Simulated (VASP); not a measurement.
# In3Sb (Pm-3m) in VASP: notebook

In3Sb is run at these levels: PBEsol; tasks: single point.

All numbers are computed with VASP 6.6.1; they aren't measurements. Logs are shortened: lines on timing, memory, paths and dates and some standing lists are left out, and cuts for length are marked.

### Step 1. The cell of the first run

It takes space group Pm-3m (No. 221, cubic). Conventional cell: a = 4.264 Å, b = 4.264 Å, c = 4.264 Å, α = 90.00°, β = 90.00°, γ = 90.00°. Sb (site symmetry m-3m) has 12 In at 3.01 Å within 4.0 Å. In (site symmetry 4/mmm) has 4 Sb at 3.01 Å and 8 In at 3.01 Å within 4.0 Å.

### Step 2. Single point, PBEsol

INCAR

```
SYSTEM = In3Sb
PREC = Accurate
ENCUT = 520
EDIFF = 1E-6
ISMEAR = 0
SIGMA = 0.01
LREAL = .False.
LASPH = .True.
NELM = 60
ALGO = Normal
ISIF = 2
LWAVE = .False.
LCHARG = .True.
GGA = PS
LELF = .True.
LVHAR = .True.
NBANDS = 30
```

KPOINTS

```
regular mesh
0
Gamma
  5 5 5
  0 0 0
```

POSCAR

```
In3Sb
1.0
    4.2635110241      0.0000000000      0.0000000000
    0.0000000000      4.2635110241      0.0000000000
    0.0000000000      0.0000000000      4.2635110241
Sb In
1 3
Direct
    0.0000000000      0.0000000000      0.0000000000
    0.0000000000      0.5000000000      0.5000000000
    0.5000000000      0.0000000000      0.5000000000
    0.5000000000      0.5000000000      0.0000000000
```

Potentials or basis: VASP PAW PBE potentials, release 64 (Sb, In_d).

Run with:

```bash
$ cat potpaw_PBE.64/Sb/POTCAR potpaw_PBE.64/In_d/POTCAR > POTCAR
$ mpirun -np 1 vasp_std > vasp.out
```

OUTCAR:

```text
SYSTEM = In3Sb
   PREC = Accurate
   ENCUT = 520
   EDIFF = 1E-6
   ISMEAR = 0
   LREAL = .False.
   LASPH = .True.
   NELM = 60
   ISIF = 2
   GGA = PS

 ion  position               nearest neighbor table
   1  0.000  0.000  0.000-   2 3.01   3 3.01   4 3.01   2 3.01   3 3.01   2 3.01   4 3.01   2 3.01
                             3 3.01   4 3.01   3 3.01   4 3.01
   2  0.000  0.500  0.500-   1 3.01   3 3.01   4 3.01   1 3.01   4 3.01   1 3.01   3 3.01   1 3.01
                             3 3.01   4 3.01   4 3.01   3 3.01
   3  0.500  0.000  0.500-   1 3.01   2 3.01   4 3.01   1 3.01   4 3.01   2 3.01   4 3.01   4 3.01
                             1 3.01   2 3.01   1 3.01   2 3.01
   4  0.500  0.500  0.000-   1 3.01   2 3.01   3 3.01   2 3.01   3 3.01   1 3.01   3 3.01   3 3.01
                             1 3.01   2 3.01   2 3.01   1 3.01

  LATTYP: Found a simple cubic cell.
 ALAT       =     4.2635110241

  Lattice vectors:

 A1 = (   4.2635110241,   0.0000000000,   0.0000000000)
 A2 = (   0.0000000000,   4.2635110241,   0.0000000000)
 A3 = (   0.0000000000,   0.0000000000,   4.2635110241)

Analysis of symmetry for initial positions (statically):
=====================================================================
 Subroutine PRICEL returns:
 Original cell was already a primitive cell.

 Routine SETGRP: Setting up the symmetry group for a
 simple cubic supercell.

 Subroutine GETGRP returns: Found 48 space group operations
[... 9 lines left out ...]

 Routine SETGRP: Setting up the symmetry group for a
 simple cubic supercell.

 Subroutine GETGRP returns: Found 48 space group operations
[... 11 lines left out ...]
                                     Primitive cell

  volume of cell :      77.5001

  direct lattice vectors                    reciprocal lattice vectors
     4.263511024  0.000000000  0.000000000     0.234548473  0.000000000  0.000000000
     0.000000000  4.263511024  0.000000000     0.000000000  0.234548473  0.000000000
     0.000000000  0.000000000  4.263511024     0.000000000  0.000000000  0.234548473

  length of vectors
     4.263511024  4.263511024  4.263511024     0.234548473  0.234548473  0.234548473

  position of ions in fractional coordinates (direct lattice)
     0.000000000  0.000000000  0.000000000
     0.000000000  0.500000000  0.500000000
     0.500000000  0.000000000  0.500000000
     0.500000000  0.500000000  0.000000000

  ion indices of the primitive-cell ions
   primitive index   ion index
                 1           1
                 2           2
                 3           3
                 4           4

----------------------------------------------------------------------------------------

 KPOINTS: regular mesh

Automatic generation of k-mesh.
 Grid dimensions read from file:
 generate k-points for:    5    5    5

 Generating k-lattice:

  Cartesian coordinates                     Fractional coordinates (reciprocal lattice)
     0.046909695  0.000000000  0.000000000     0.200000000  0.000000000  0.000000000
     0.000000000  0.046909695  0.000000000     0.000000000  0.200000000  0.000000000
     0.000000000  0.000000000  0.046909695     0.000000000  0.000000000  0.200000000

  Length of vectors
     0.046909695  0.046909695  0.046909695

  Shift w.r.t. Gamma in fractional coordinates (k-lattice)
     0.000000000  0.000000000  0.000000000

 Subroutine IBZKPT returns following result:
 ===========================================

 Found     10 irreducible k-points:

 Following reciprocal coordinates:
            Coordinates               Weight
  0.000000  0.000000  0.000000      1.000000
  0.200000  0.000000  0.000000      6.000000
  0.400000  0.000000  0.000000      6.000000
  0.200000  0.200000  0.000000     12.000000
  0.400000  0.200000  0.000000     24.000000
  0.400000  0.400000  0.000000     12.000000
  0.200000  0.200000  0.200000      8.000000
  0.400000  0.200000  0.200000     24.000000
  0.400000  0.400000  0.200000     24.000000
  0.400000  0.400000  0.400000      8.000000
   k-points           NKPTS =     10   k-points in BZ     NKDIM =     10   number of bands    NBANDS=     30
   number of dos      NEDOS =    301   number of ions     NIONS =      4
   total plane-waves  NPLWV =  32768
   dimension x,y,z NGX =    32 NGY =   32 NGZ =   32
   dimension x,y,z NGXF=    64 NGYF=   64 NGZF=   64
   ions per type =               1   3
   NGX,Y,Z   is equivalent  to a cutoff of  12.48, 12.48, 12.48 a.u.
   NGXF,Y,Z  is equivalent  to a cutoff of  24.96, 24.96, 24.96 a.u.
 SYSTEM =  In3Sb
   PREC   = accura    normal or accurate (medium, high low for compatibility)
   ISTART =      0    job   : 0-new  1-cont  2-samecut
   ICHARG =      2    charge: 1-file 2-atom 10-const
   ISPIN  =      1    spin polarized calculation?
   LNONCOLLINEAR =      F non collinear calculations
   LSORBIT =      F    spin-orbit coupling
   LASPH  =      T    aspherical Exc in radial PAW
   ENCUT  =  520.0 eV  38.22 Ry    6.18 a.u.   7.93  7.93  7.93*2*pi/ulx,y,z
   NELM   =     60;   NELMIN=  2; NELMDL= -5     # of ELM steps
   EDIFF  = 0.1E-05   stopping-criterion for ELM
   LREAL  =      F    real-space projection
[... 7 lines left out ...]
   TEBEG  =    0.0;   TEEND  =   0.0 temperature during run
   PSTRESS=    0.0 pullay stress
   NELECT =      44.0000    total number of electrons
   NUPDOWN=      -1.0000    fix difference up-down
   EMIN   =  10.00;   EMAX   =-10.00  energy-range for DOS
   EFERMI =   0.00;   METHOD = LEGACY
   ISMEAR =     0;   SIGMA  =   0.01  broadening in eV -4-tet -1-fermi 0-gaus
   EFERMI_NEDOS =   21; number of points for ismear=-14 and -15
   IALGO  =     38    algorithm
   IMIX   =      4    mixing-type and parameters
     AMIX     =   0.40;   BMIX     =  1.00
     AMIX_MAG =   1.60;   BMIX_MAG =  1.00
  volume/ion in A,a.u.               =      19.38       130.75
  Fermi-wavevector in a.u.,A,eV,Ry     =   1.355580  2.561674 25.002009  1.837596
  Thomas-Fermi vector in A             =   2.482655
   LORBIT       =      0    0 simple, 1 ext, 2 COOP (PROOUT), +10 PAW based schemes
   GGA     = PS    functional components
   LHFCALC =     F    Hartree Fock is set to
   AEXX    =    0.0000 exact exchange contribution
   IVDW    =     0    specifies the selected vdW correction
   LEPSILON=     F    determine dielectric tensor
   LRPA    =     F    only Hartree local field effects (RPA)
 non-spin polarized calculation
 Gauss-broadening in eV      SIGMA  =   0.01
  energy-cutoff  :      520.00
  volume of cell :       77.50
 maximum number of plane-waves:      2103
 NGX is ok and might be reduce to    32
   NGX = 15   NGY = 15   NGZ = 15

 number of electron      44.0000032 magnetization

 Free energy of the ion-electron system (eV)
  ---------------------------------------------------
  ext. energy  EPLUGINS =         0.00000000
  ---------------------------------------------------
  free energy    TOTEN  =       -11.25363447 eV

  energy without entropy =      -11.25200258  energy(sigma->0) =      -11.25281853

 E-fermi :  12.0225     XC(G=0): -11.8971

 val. band max:       12.0143314055   @ k =   0.4000   0.2000   0.0000
 cond. band min:      12.0232726620   @ k =   0.4000   0.4000   0.2000
 fundamental gap:      0.0089412565
 Fermi energy:        12.0225098924

 k-point     1 :       0.0000    0.0000    0.0000
  band No.  band energies     occupation
      1      -3.6680      2.00000
      2      -3.5506      2.00000
      3      -3.5506      2.00000
      4      -3.5506      2.00000
      5      -3.3082      2.00000
      6      -3.3082      2.00000
[... 22 lines left out ...]
     29      19.4587      0.00000
     30      19.4596      0.00000

 k-point     2 :       0.2000    0.0000    0.0000
  band No.  band energies     occupation
      1      -3.5777      2.00000
      2      -3.5302      2.00000
      3      -3.4711      2.00000
      4      -3.4711      2.00000
      5      -3.2947      2.00000
      6      -3.2396      2.00000
[... 22 lines left out ...]
     29      19.5771      0.00000
     30      20.1494      0.00000

 k-point     3 :       0.4000    0.0000    0.0000
  band No.  band energies     occupation
      1      -3.4935      2.00000
      2      -3.3927      2.00000
      3      -3.2681      2.00000
      4      -3.2681      2.00000
      5      -3.2416      2.00000
      6      -3.0870      2.00000
[... 22 lines left out ...]
     29      19.6353      0.00000
     30      19.6376      0.00000

 k-point     4 :       0.2000    0.2000    0.0000
  band No.  band energies     occupation
      1      -3.5089      2.00000
      2      -3.4851      2.00000
      3      -3.4157      2.00000
      4      -3.4116      2.00000
      5      -3.2536      2.00000
      6      -3.1963      2.00000
[... 22 lines left out ...]
     29      19.6114      0.00000
     30      19.7128      0.00000

 k-point     5 :       0.4000    0.2000    0.0000
  band No.  band energies     occupation
      1      -3.4261      2.00000
      2      -3.3618      2.00000
      3      -3.2540      2.00000
      4      -3.2494      2.00000
      5      -3.2047      2.00000
      6      -3.0995      2.00000
[... 22 lines left out ...]
     29      17.5842      0.00000
     30      17.7643      0.00000

 k-point     6 :       0.4000    0.4000    0.0000
  band No.  band energies     occupation
      1      -3.3246      2.00000
      2      -3.2954      2.00000
      3      -3.2413      2.00000
      4      -3.2181      2.00000
      5      -3.1711      2.00000
      6      -3.1096      2.00000
[... 22 lines left out ...]
     29      18.2043      0.00000
     30      19.3687      0.00000

 k-point     7 :       0.2000    0.2000    0.2000
  band No.  band energies     occupation
      1      -3.5112      2.00000
      2      -3.3867      2.00000
      3      -3.3867      2.00000
      4      -3.3737      2.00000
      5      -3.1710      2.00000
      6      -3.1710      2.00000
[... 22 lines left out ...]
     29      17.6186      0.00000
     30      20.0787      0.00000

 k-point     8 :       0.4000    0.2000    0.2000
  band No.  band energies     occupation
      1      -3.4429      2.00000
      2      -3.3524      2.00000
      3      -3.2818      2.00000
      4      -3.2630      2.00000
      5      -3.1650      2.00000
      6      -3.1374      2.00000
[... 22 lines left out ...]
     29      18.1033      0.00000
     30      20.3780      0.00000

 k-point     9 :       0.4000    0.4000    0.2000
  band No.  band energies     occupation
      1      -3.4959      2.00000
      2      -3.3334      2.00000
      3      -3.2820      2.00000
      4      -3.2376      2.00000
      5      -3.2239      2.00000
      6      -3.0987      2.00000
[... 22 lines left out ...]
     29      18.9659      0.00000
     30      19.6426      0.00000

 k-point    10 :       0.4000    0.4000    0.4000
  band No.  band energies     occupation
      1      -3.6638      2.00000
      2      -3.3707      2.00000
      3      -3.3084      2.00000
      4      -3.3084      2.00000
      5      -3.2217      2.00000
      6      -3.2217      2.00000
[... 22 lines left out ...]
     29      20.9854      0.00000
     30      21.7076      0.00000

------------------------ aborting loop because EDIFF is reached ----------------------------------------

  FORCE on cell =-STRESS in cart. coord.  units (eV):
  Direction    XX          YY          ZZ          XY          YZ          ZX
  --------------------------------------------------------------------------------------
  -------------------------------------------------------------------------------------
  Total       14.5837709     14.5837709     14.5837709      0.0000000     -0.0000000      0.0000000
  in kB      301.4937026    301.4937026    301.4937026      0.0000000     -0.0000000      0.0000000
  external PRESSURE =     301.4937026 kB  Pullay stress =       0.0000000 kB

 VOLUME and BASIS-vectors are now :
 -----------------------------------------------------------------------------
  energy-cutoff  :      520.00
  volume of cell :       77.50
      direct lattice vectors                 reciprocal lattice vectors
     4.263511024  0.000000000  0.000000000     0.234548473  0.000000000  0.000000000
     0.000000000  4.263511024  0.000000000     0.000000000  0.234548473  0.000000000
     0.000000000  0.000000000  4.263511024     0.000000000  0.000000000  0.234548473

 POSITION                                       TOTAL-FORCE (eV/Angst)
 -----------------------------------------------------------------------------------
      0.00000      0.00000      0.00000         0.000000      0.000000      0.000000
      0.00000      2.13176      2.13176         0.000000      0.000000      0.000000
      2.13176      0.00000      2.13176         0.000000      0.000000      0.000000
      2.13176      2.13176      0.00000         0.000000      0.000000      0.000000
 -----------------------------------------------------------------------------------
    total drift:                                0.000000     -0.000000     -0.000000

  FREE ENERGIE OF THE ION-ELECTRON SYSTEM (eV)
  ---------------------------------------------------
  free  energy   TOTEN  =       -11.2536344704 eV

  energy  without entropy=      -11.2520025822  energy(sigma->0) =      -11.25281853
```

Run time: 13 s. Hardware: 1 thread of AMD EPYC 7R13 (Zen 3), shared host; peak memory 0.15 GiB.

Results:

```yaml
Free_energy: -11.2536 eV
Pressure: 30.1 GPa
Band_gap_on_the_k_mesh: zero (band 22 reaches 12.85 eV, above the bottom of band 23 at 9.54 eV)
```

Caveat: the PAW data sets were made with another functional, which shifts forces and pressure a little; spin-orbit coupling is left out, which moves the levels of the heavy elements.

(Continued in part 2 of 2.)
